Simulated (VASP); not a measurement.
# MgB2 (d3) (P6/mmm) in VASP: a series of runs, part 2 of 2

VASP 6.6.1. The steps go on from the part before.

## Step 4: Relaxation of cell and atoms, PBE+D3(BJ)

INCAR

```
SYSTEM = MgB2
PREC     = Accurate       ! precision mode
ENCUT    = 600            ! plane-wave cutoff, eV
EDIFF    = 1E-7           ! SCF threshold, eV
ISMEAR   = 0              ! smearing method
SIGMA    = 0.1            ! smearing width, eV
LREAL    = .FALSE.        ! projectors in reciprocal space
LASPH    = .TRUE.         ! aspherical terms in the spheres
NELM     = 120            ! most SCF steps
ALGO     = Normal         ! electronic algorithm
ISIF     = 3              ! what is computed and relaxed
LWAVE    = .FALSE.        ! write WAVECAR
LCHARG   = .FALSE.        ! write CHGCAR
GGA      = PE             ! functional
IVDW     = 12             ! dispersion correction
IBRION   = 2              ! ionic algorithm
NSW      = 100            ! ionic steps
EDIFFG   = -0.002         ! ionic threshold
GGA_COMPAT= .FALSE.      
NELMIN   = 4
```

KPOINTS

```
Automatic mesh
0
G
  15 15 12
  0 0 0
```

POSCAR

```
MgB2
1.0
    3.0627620600      0.0000000000      0.0000000000
   -1.5313810300      2.6524297500      0.0000000000
    0.0000000000      0.0000000000      3.5208704800
Mg B
1 2
Direct
    0.0000000000      0.0000000000      0.0000000000
    0.6666666700      0.3333333300      0.5000000000
    0.3333333300      0.6666666700      0.5000000000
```

Potentials or basis: VASP PAW PBE potentials, release 64 (Mg, B).

The run is started by

```sh
$ cat potpaw_PBE.64/Mg/POTCAR potpaw_PBE.64/B/POTCAR > POTCAR
$ mpirun -np 1 vasp_std > vasp.out
```

OUTCAR:

```text
SYSTEM = MgB2
   PREC = Accurate
   ENCUT = 600
   EDIFF = 1E-7
   ISMEAR = 0
   LREAL = .FALSE.
   LASPH = .TRUE.
   NELM = 120
   ISIF = 3
   GGA = PE
   IVDW = 12
   IBRION = 2
   NSW = 100
   EDIFFG = -0.002
   NELMIN = 4
 IVDW          = 12

 ion  position               nearest neighbor table
   1  0.000  0.000  0.000-   2 2.50   3 2.50   2 2.50   3 2.50   2 2.50   2 2.50   3 2.50   3 2.50
                             2 2.50   2 2.50   3 2.50   3 2.50
   2  0.667  0.333  0.500-   3 1.77   3 1.77   3 1.77   1 2.50   1 2.50   1 2.50   1 2.50   1 2.50
                             1 2.50
   3  0.333  0.667  0.500-   2 1.77   2 1.77   2 1.77   1 2.50   1 2.50   1 2.50   1 2.50   1 2.50
                             1 2.50

  LATTYP: Found a hexagonal cell.
 ALAT       =     3.0627620600
 C/A-ratio  =     1.1495736238

  Lattice vectors:

 A1 = (   3.0627620600,   0.0000000000,   0.0000000000)
 A2 = (  -1.5313810300,   2.6524297500,   0.0000000000)
 A3 = (   0.0000000000,   0.0000000000,   3.5208704800)

Analysis of symmetry for initial positions (statically):
=====================================================================
 Subroutine PRICEL returns:
 Original cell was already a primitive cell.

 Routine SETGRP: Setting up the symmetry group for a
 hexagonal supercell.

 Subroutine GETGRP returns: Found 24 space group operations
 (whereof 24 operations were pure point group operations)
 out of a pool of 24 trial point group operations.

The static configuration has the point symmetry D_6h.

Analysis of symmetry for dynamics (positions and initial velocities):
=====================================================================
 Subroutine PRICEL returns:
 Original cell was already a primitive cell.

 Routine SETGRP: Setting up the symmetry group for a
 hexagonal supercell.

 Subroutine GETGRP returns: Found 24 space group operations
 (whereof 24 operations were pure point group operations)
 out of a pool of 24 trial point group operations.

The dynamic configuration has the point symmetry D_6h.

 Subroutine INISYM returns: Found 24 space group operations
 (whereof 24 operations are pure point group operations),
 and found     1 'primitive' translations

[... 110 lines left out ...]
   EFERMI =   0.00;   METHOD = LEGACY
   ISMEAR =     0;   SIGMA  =   0.10  broadening in eV -4-tet -1-fermi 0-gaus
   EFERMI_NEDOS =   21; number of points for ismear=-14 and -15
   IALGO  =     38    algorithm
   IMIX   =      4    mixing-type and parameters
     AMIX     =   0.40;   BMIX     =  1.00
     AMIX_MAG =   1.60;   BMIX_MAG =  1.00
  volume/ion in A,a.u.               =       9.53        64.34
  Fermi-wavevector in a.u.,A,eV,Ry     =   1.070621  2.023180 15.595397  1.146229
  Thomas-Fermi vector in A             =   2.206337
   LORBIT       =      0    0 simple, 1 ext, 2 COOP (PROOUT), +10 PAW based schemes
   GGA     = PE    functional components
   LHFCALC =     F    Hartree Fock is set to
   AEXX    =    0.0000 exact exchange contribution
   IVDW    =    12    specifies the selected vdW correction
   LEPSILON=     F    determine dielectric tensor
   LRPA    =     F    only Hartree local field effects (RPA)
 conjugate gradient relaxation of ions
 non-spin polarized calculation
 Gauss-broadening in eV      SIGMA  =   0.10
  energy-cutoff  :      600.00
  volume of cell :       28.60
 maximum number of plane-waves:       972
   NGX = 13   NGY = 13   NGZ = 15

--------------------------------------- Ionic step        1  -------------------------------------------

 number of electron       8.0000000 magnetization

 Free energy of the ion-electron system (eV)
  ---------------------------------------------------
  ext. energy  EPLUGINS =         0.00000000
  ---------------------------------------------------
  free energy    TOTEN  =       -15.32615755 eV

  energy without entropy =      -15.32251823  energy(sigma->0) =      -15.32433789

------------------------ aborting loop because EDIFF is reached ----------------------------------------

 Edisp (eV)   -0.85988

 E8    (eV) :    -0.3326
[... 155 lines left out ...]
--------------------------------------- Ionic step        5  -------------------------------------------

 number of electron       8.0000000 magnetization

 Free energy of the ion-electron system (eV)
  ---------------------------------------------------
  ext. energy  EPLUGINS =         0.00000000
  ---------------------------------------------------
  free energy    TOTEN  =       -15.31181997 eV

  energy without entropy =      -15.30766328  energy(sigma->0) =      -15.30974162

 E-fermi :   5.5478     XC(G=0): -11.0747

 val. band max:        5.5381864849   @ k =   0.3333   0.2000   0.0833
 cond. band min:       5.5490297100   @ k =   0.0667   0.0000   0.0833
 fundamental gap:      0.0108432251
 Fermi energy:         5.5478143253

 k-point     1 :       0.0000    0.0000    0.0000
  band No.  band energies     occupation
      1      -7.1076      2.00000
      2       2.5615      2.00000
      3       5.9305      0.00000
      4       5.9305      0.00000
      5       7.3536      0.00000
      6      12.0108      0.00000
      7      12.0108      0.00000
      8      14.0445      0.00000
[... 243 lines left out ...]
 k-point    24 :       0.4000    0.2000    0.0000
  band No.  band energies     occupation
      1      -2.6464      2.00000
      2      -1.9889      2.00000
      3       1.0340      2.00000
      4       6.3600      0.00000
      5       8.3709      0.00000
      6      11.4186      0.00000
      7      11.6368      0.00000
      8      14.0366      0.00000

 [... further k-points ...]

------------------------ aborting loop because EDIFF is reached ----------------------------------------

 Edisp (eV)   -0.88330

 E8    (eV) :    -0.3417
[... 26 lines left out ...]
  FREE ENERGIE OF THE ION-ELECTRON SYSTEM (eV)
  ---------------------------------------------------
  free  energy   TOTEN  =       -16.1951185810 eV

  energy  without entropy=      -16.1909618914  energy(sigma->0) =      -16.19304024

 reached required accuracy - stopping structural energy minimisation
```

CONTCAR:

```text
MgB2
   1.00000000000000
     3.0450956027951133   -0.0000000000000000    0.0000000000000000
    -1.5225478013975566    2.6371301492605972   -0.0000000000000000
    -0.0000000000000000   -0.0000000000000000    3.4696270773440716
  Mg              B
     1     2
Direct
     0.0000000000000000    0.0000000000000000    0.0000000000000000
     0.6666666699999979    0.3333333300000021    0.5000000000000000
     0.3333333300000021    0.6666666699999979    0.5000000000000000

  0.00000000E+00  0.00000000E+00  0.00000000E+00
  0.00000000E+00  0.00000000E+00  0.00000000E+00
  0.00000000E+00  0.00000000E+00  0.00000000E+00
```

It took 66 s on 1 thread of Intel Xeon 6975P-C, shared host; peak memory 0.21 GiB.

Results:

```yaml
Free_energy: -16.1951 eV
Relaxed_volume: 9.29 Å³/atom
Relaxed_cell: a = 3.045 Å, b = 3.045 Å, c = 3.470 Å, α = 90.00°, β = 90.00°, γ = 120.00°
Space_group_after_relaxing_to_0.05_Å: P6/mmm (No. 191)
Energy_gained_by_relaxing: 3.0 meV/atom
Ionic_steps: 5
Pressure_after_relaxing: 0.0 GPa
Band_gap_on_the_k_mesh: zero (band 4 reaches 7.40 eV, above the bottom of band 5 at 3.48 eV)
Dispersion_energy_per_atom: -0.294 eV
```

Step by step:
```tsv
step	energy change (eV)	largest force (eV/Å)	pressure (GPa)	volume (Å³)
1	0.0000	0.0000	-3.68	28.60
2	-0.0077	0.0000	1.21	27.71
3	-0.0083	0.0000	0.10	27.90
4	-0.0090	0.0000	0.04	27.87
5	-0.0091	0.0000	0.01	27.86
```

Final structure:
```
CELL_PARAMETERS angstrom
3.04510 0.00000 0.00000
-1.52255 2.63713 0.00000
0.00000 0.00000 3.46963
ATOMIC_POSITIONS crystal
Mg 0.00000 0.00000 0.00000
B 0.66667 0.33333 0.50000
B 0.33333 0.66667 0.50000
```

Caveat: pairwise dispersion overbinds metals, which lowers pressure and volume.

## Step 5: The runs side by side

```csv
task,cell,k mesh,gap on the mesh (eV),pressure (GPa)
single point,"a = 3.063, b = 3.063, c = 3.521 Å, angles 90.0, 90.0, 120.0°, 3 atoms",6 × 6 × 6,none,-3.5
single point,"a = 3.046, b = 3.046, c = 3.475 Å, angles 90.0, 90.0, 120.0°, 3 atoms",15 × 15 × 12,none,-0.2
relaxation of cell and atoms,"relaxed from a = 3.063, b = 3.063, c = 3.521 Å, angles 90.0, 90.0, 120.0°, 3 atoms",15 × 15 × 12,none,0.0
```

Alike in all rows: level PBE+D3(BJ); potentials or basis VASP PAW PBE potentials, release 64 (Mg, B); no spin polarisation; cutoff (eV) 600; smearing gaussian 0.1 eV.

Caveats: some runs use coarse meshes; pairwise dispersion overbinds metals, which lowers pressure and volume.

Total energies depend on the potentials used, so only differences within one code and one set of settings carry meaning.
